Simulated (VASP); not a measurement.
# Sn in VASP: a series of runs

Runs on Sn. Level: PBE. Tasks: single point.

Everything below comes from runs of VASP 6.6.1. Logs are shortened: lines on timing, memory, paths and dates and some standing lists are left out, and cuts for length are marked.

### Step 1. The cell of the first run

The structure is tetragonal, space group I4_1/amd (No. 141). Conventional cell: a = 4.645 Å, b = 4.645 Å, c = 6.601 Å, α = 90.00°, β = 90.00°, γ = 90.00°. Sn (site symmetry -4m2) has 4 Sn at 2.85 Å within 3.8 Å.

### Step 2. Single point, PBE (uniaxial z strain +0.5%)

The input, INCAR:

```
SYSTEM = Sn
PREC = Accurate
ENCUT = 520
EDIFF = 1E-6
ISMEAR = -1
SIGMA = 0.02
LREAL = .False.
LASPH = .True.
NELM = 100
ALGO = Normal
ISIF = 2
LWAVE = .False.
LCHARG = .False.
GGA = PE
NBANDS = 21
```

The input, KPOINTS:

```
Automatic mesh
0
Gamma
  6 6 6
  0 0 0
```

The input, POSCAR:

```
Sn
1.0
    0.0000000000      3.2844597792      3.3005536321
    3.2844597792      0.0000000000      3.3005536321
    3.2844597792      3.2844597792      0.0000000000
Sn
2
Direct
    0.0000000000      0.0000000000      0.0000000000
    0.2500000000      0.2500000000      0.2500000000
```

Potentials or basis: VASP PAW PBE potentials, release 64 (Sn_d).

Command:

```console
$ cat potpaw_PBE.64/Sn_d/POTCAR > POTCAR
$ mpirun -np 1 vasp_std > vasp.out
```

OUTCAR:

```text
SYSTEM = Sn
   PREC = Accurate
   ENCUT = 520
   EDIFF = 1E-6
   ISMEAR = -1
   LREAL = .False.
   LASPH = .True.
   NELM = 100
   ISIF = 2
   GGA = PE

 ion  position               nearest neighbor table
   1  0.000  0.000  0.000-   2 2.85   2 2.85   2 2.85   2 2.85
   2  0.250  0.250  0.250-   1 2.85   1 2.85   1 2.85   1 2.85

  LATTYP: Found a body centered tetragonal cell.
 ALAT       =     4.6449275648
 C/A-ratio  =     1.4211432088

  Lattice vectors:

 A1 = (  -3.2844597792,   0.0000000000,   3.3005536321)
 A2 = (   3.2844597792,   0.0000000000,   3.3005536321)
 A3 = (   0.0000000000,   3.2844597792,  -3.3005536321)

Analysis of symmetry for initial positions (statically):
=====================================================================
 Subroutine PRICEL returns:
 Original cell was already a primitive cell.

 Routine SETGRP: Setting up the symmetry group for a
 body centered tetragonal supercell.

 Subroutine GETGRP returns: Found 16 space group operations
 (whereof  8 operations were pure point group operations)
 out of a pool of 16 trial point group operations.

The static configuration has the point symmetry D_2d.
 The point group associated with its full space group is D_4h.

Analysis of symmetry for dynamics (positions and initial velocities):
=====================================================================
 Subroutine PRICEL returns:
 Original cell was already a primitive cell.

 Routine SETGRP: Setting up the symmetry group for a
 body centered tetragonal supercell.

 Subroutine GETGRP returns: Found 16 space group operations
 (whereof  8 operations were pure point group operations)
 out of a pool of 16 trial point group operations.

The dynamic configuration has the point symmetry D_2d.
 The point group associated with its full space group is D_4h.

 Subroutine INISYM returns: Found 16 space group operations
 (whereof  8 operations are pure point group operations),
 and found     1 'primitive' translations

----------------------------------------------------------------------------------------

                                     Primitive cell

  volume of cell :      71.2106

  direct lattice vectors                    reciprocal lattice vectors
     0.000000000  3.284459779  3.300553632    -0.152232036  0.152232036  0.151489736
     3.284459779  0.000000000  3.300553632     0.152232036 -0.152232036  0.151489736
     3.284459779  3.284459779  0.000000000     0.152232036  0.152232036 -0.151489736

  length of vectors
     4.656321544  4.656321544  4.644927565     0.263245752  0.263245752  0.263245752

  position of ions in fractional coordinates (direct lattice)
     0.000000000  0.000000000  0.000000000
     0.250000000  0.250000000  0.250000000

  ion indices of the primitive-cell ions
   primitive index   ion index
                 1           1
                 2           2

----------------------------------------------------------------------------------------

 KPOINTS: Automatic mesh

Automatic generation of k-mesh.
 Grid dimensions read from file:
 generate k-points for:    6    6    6

 Generating k-lattice:

  Cartesian coordinates                     Fractional coordinates (reciprocal lattice)
    -0.025372006  0.025372006  0.025248289     0.166666667 -0.000000000  0.000000000
     0.025372006 -0.025372006  0.025248289    -0.000000000  0.166666667  0.000000000
     0.025372006  0.025372006 -0.025248289     0.000000000  0.000000000  0.166666667

  Length of vectors
     0.043874292  0.043874292  0.043874292

  Shift w.r.t. Gamma in fractional coordinates (k-lattice)
     0.000000000  0.000000000  0.000000000

 Subroutine IBZKPT returns following result:
 ===========================================

 Found     30 irreducible k-points:

 Following reciprocal coordinates:
            Coordinates               Weight
  0.000000  0.000000  0.000000      1.000000
  0.166667  0.000000  0.000000      8.000000
  0.333333  0.000000  0.000000      8.000000
  0.500000 -0.000000  0.000000      4.000000
  0.166667  0.166667  0.000000      2.000000
  0.333333  0.166667  0.000000      8.000000
[... 16 lines left out ...]
  0.333333  0.000000  0.333333      4.000000
  0.500000  0.000000  0.333333     16.000000
 [... further k-points ...]
   k-points           NKPTS =     30   k-points in BZ     NKDIM =     30   number of bands    NBANDS=     21
   number of dos      NEDOS =    301   number of ions     NIONS =      2
   total plane-waves  NPLWV =  46656
   dimension x,y,z NGX =    36 NGY =   36 NGZ =   36
   dimension x,y,z NGXF=    72 NGYF=   72 NGZF=   72
   ions per type =               2
   NGX,Y,Z   is equivalent  to a cutoff of  12.85, 12.85, 12.88 a.u.
   NGXF,Y,Z  is equivalent  to a cutoff of  25.71, 25.71, 25.77 a.u.
 SYSTEM =  Sn
   PREC   = accura    normal or accurate (medium, high low for compatibility)
   ISTART =      0    job   : 0-new  1-cont  2-samecut
   ICHARG =      2    charge: 1-file 2-atom 10-const
   ISPIN  =      1    spin polarized calculation?
   LNONCOLLINEAR =      F non collinear calculations
   LSORBIT =      F    spin-orbit coupling
   LASPH  =      T    aspherical Exc in radial PAW
   ENCUT  =  520.0 eV  38.22 Ry    6.18 a.u.   8.66  8.66  8.64*2*pi/ulx,y,z
   NELM   =    100;   NELMIN=  2; NELMDL= -5     # of ELM steps
   EDIFF  = 0.1E-05   stopping-criterion for ELM
   LREAL  =      F    real-space projection
   EDIFFG = 0.1E-04   stopping-criterion for IOM
   NSW    =      0    number of steps for IOM
   IBRION =     -1    ionic relax: 0-MD 1-quasi-New 2-CG
   NFREE  =      0    steps in history (QN), initial steepest desc. (CG)
   ISIF   =      2    stress and relaxation
   ISYM   =      2    0-nonsym 1-usesym 2-fastsym
   POTIM  = 0.5000    time-step for ionic-motion
   TEBEG  =    0.0;   TEEND  =   0.0 temperature during run
   PSTRESS=    0.0 pullay stress
   NELECT =      28.0000    total number of electrons
   NUPDOWN=      -1.0000    fix difference up-down
   EMIN   =  10.00;   EMAX   =-10.00  energy-range for DOS
   EFERMI =   0.00;   METHOD = LEGACY
   ISMEAR =    -1;   SIGMA  =   0.02  broadening in eV -4-tet -1-fermi 0-gaus
   EFERMI_NEDOS =   21; number of points for ismear=-14 and -15
   IALGO  =     38    algorithm
   IMIX   =      4    mixing-type and parameters
     AMIX     =   0.40;   BMIX     =  1.00
     AMIX_MAG =   1.60;   BMIX_MAG =  1.00
  volume/ion in A,a.u.               =      35.61       240.28
  Fermi-wavevector in a.u.,A,eV,Ry     =   1.199350  2.266443 19.571171  1.438440
  Thomas-Fermi vector in A             =   2.335215
   LORBIT       =      0    0 simple, 1 ext, 2 COOP (PROOUT), +10 PAW based schemes
   GGA     = PE    functional components
   LHFCALC =     F    Hartree Fock is set to
   AEXX    =    0.0000 exact exchange contribution
   IVDW    =     0    specifies the selected vdW correction
   LEPSILON=     F    determine dielectric tensor
   LRPA    =     F    only Hartree local field effects (RPA)
 non-spin polarized calculation
  energy-cutoff  :      520.00
  volume of cell :       71.21
 maximum number of plane-waves:      1948
 NGX is ok and might be reduce to    36
   NGX = 17   NGY = 17   NGZ = 17

 number of electron      27.9999986 magnetization

 Free energy of the ion-electron system (eV)
  ---------------------------------------------------
  ext. energy  EPLUGINS =         0.00000000
  ---------------------------------------------------
  free energy    TOTEN  =        -7.64974018 eV

  energy without entropy =       -7.64922216  energy(sigma->0) =       -7.64948117

 E-fermi :   5.1345     XC(G=0):  -8.6897

 val. band max:        4.9008757389   @ k =   0.1667   0.0000   0.0000
 cond. band min:       5.1345693028   @ k =   0.5000  -0.0000   0.0000
 fundamental gap:      0.2336935639
 Fermi energy:         5.1345202031

 k-point     1 :       0.0000    0.0000    0.0000
  band No.  band energies     occupation
      1     -16.3851      2.00000
      2     -16.3851      2.00000
      3     -16.3834      2.00000
      4     -16.3311      2.00000
      5     -16.3304      2.00000
      6     -16.0556      2.00000
[... 13 lines left out ...]
     20      13.0403      0.00000
     21      13.1165      0.00000

 k-point     2 :       0.1667    0.0000    0.0000
  band No.  band energies     occupation
      1     -16.3995      2.00000
      2     -16.3983      2.00000
      3     -16.3787      2.00000
      4     -16.3100      2.00000
      5     -16.3096      2.00000
      6     -16.0827      2.00000
[... 13 lines left out ...]
     20      12.0727      0.00000
     21      12.1127      0.00000

 k-point     3 :       0.3333    0.0000    0.0000
  band No.  band energies     occupation
      1     -16.4139      2.00000
      2     -16.4123      2.00000
      3     -16.3664      2.00000
      4     -16.2847      2.00000
      5     -16.2846      2.00000
      6     -16.1044      2.00000
[... 13 lines left out ...]
     20      12.4798      0.00000
     21      12.4845      0.00000

 k-point     4 :       0.5000   -0.0000    0.0000
  band No.  band energies     occupation
      1     -16.4180      2.00000
      2     -16.4162      2.00000
      3     -16.3599      2.00000
      4     -16.2766      2.00000
      5     -16.2766      2.00000
      6     -16.1104      2.00000
[... 13 lines left out ...]
     20      13.7531      0.00000
     21      13.8716      0.00000

 k-point     5 :       0.1667    0.1667    0.0000
  band No.  band energies     occupation
      1     -16.3983      2.00000
      2     -16.3983      2.00000
      3     -16.3917      2.00000
      4     -16.3112      2.00000
      5     -16.2851      2.00000
      6     -16.1244      2.00000
[... 13 lines left out ...]
     20      11.7255      0.00000
     21      13.4187      0.00000
[... 382 lines left out ...]
     20      13.1752      0.00000
     21      14.8270      0.00000

 k-point    22 :      -0.3333    0.5000    0.1667
  band No.  band energies     occupation
      1     -16.4435      2.00000
      2     -16.4435      2.00000
      3     -16.2744      2.00000
      4     -16.2744      2.00000
      5     -16.1919      2.00000
      6     -16.1919      2.00000
[... 13 lines left out ...]
     20      14.0179      0.00000
     21      15.2640      0.00000

 k-point    23 :       0.3333    0.0000    0.3333
  band No.  band energies     occupation
      1     -16.4205      2.00000
      2     -16.4195      2.00000
      3     -16.3700      2.00000
      4     -16.2590      2.00000
      5     -16.2171      2.00000
      6     -16.2025      2.00000
[... 13 lines left out ...]
     20      14.2886      0.00000
     21      14.4395      0.00000

 k-point    24 :       0.5000    0.0000    0.3333
  band No.  band energies     occupation
      1     -16.4408      2.00000
      2     -16.4279      2.00000
      3     -16.3267      2.00000
      4     -16.2427      2.00000
      5     -16.2259      2.00000
      6     -16.1765      2.00000
[... 13 lines left out ...]
     20      14.4289      0.00000
     21      14.6156      0.00000

 [... further k-points ...]
[... 5 lines left out ...]
  --------------------------------------------------------------------------------------
  -------------------------------------------------------------------------------------
  Total        0.6137412      0.6137412      0.5447205      0.0000000      0.0000000      0.0000000
  in kB       13.8086491     13.8086491     12.2557428      0.0000000      0.0000000      0.0000000
  external PRESSURE =      13.2910137 kB  Pullay stress =       0.0000000 kB

 VOLUME and BASIS-vectors are now :
 -----------------------------------------------------------------------------
  energy-cutoff  :      520.00
  volume of cell :       71.21
      direct lattice vectors                 reciprocal lattice vectors
     0.000000000  3.284459779  3.300553632    -0.152232036  0.152232036  0.151489736
     3.284459779  0.000000000  3.300553632     0.152232036 -0.152232036  0.151489736
     3.284459779  3.284459779  0.000000000     0.152232036  0.152232036 -0.151489736

 POSITION                                       TOTAL-FORCE (eV/Angst)
 -----------------------------------------------------------------------------------
      0.00000      0.00000      0.00000        -0.000000     -0.000000     -0.000000
      1.64223      1.64223      1.65028         0.000000      0.000000      0.000000
 -----------------------------------------------------------------------------------
    total drift:                                0.000000      0.000000      0.000000

  FREE ENERGIE OF THE ION-ELECTRON SYSTEM (eV)
  ---------------------------------------------------
  free  energy   TOTEN  =        -7.6497401842 eV

  energy  without entropy=       -7.6492221608  energy(sigma->0) =       -7.64948117
```

It took 30 s on 1 thread of Intel Xeon Platinum 8259CL at 2.50GHz (Skylake/Cascade Lake), shared host; peak memory 0.21 GiB.

What came out:

```yaml
Free_energy: -7.6497 eV
Pressure: 1.3 GPa
Band_gap_on_the_k_mesh: zero (band 14 reaches 5.32 eV, above the bottom of band 15 at 5.13 eV)
```

Caveat: the cell differs from its parent crystal (uniaxial z strain +0.5%); spin-orbit coupling is left out, which moves the levels of the heavy elements.

(Continued in part 2 of 3.)
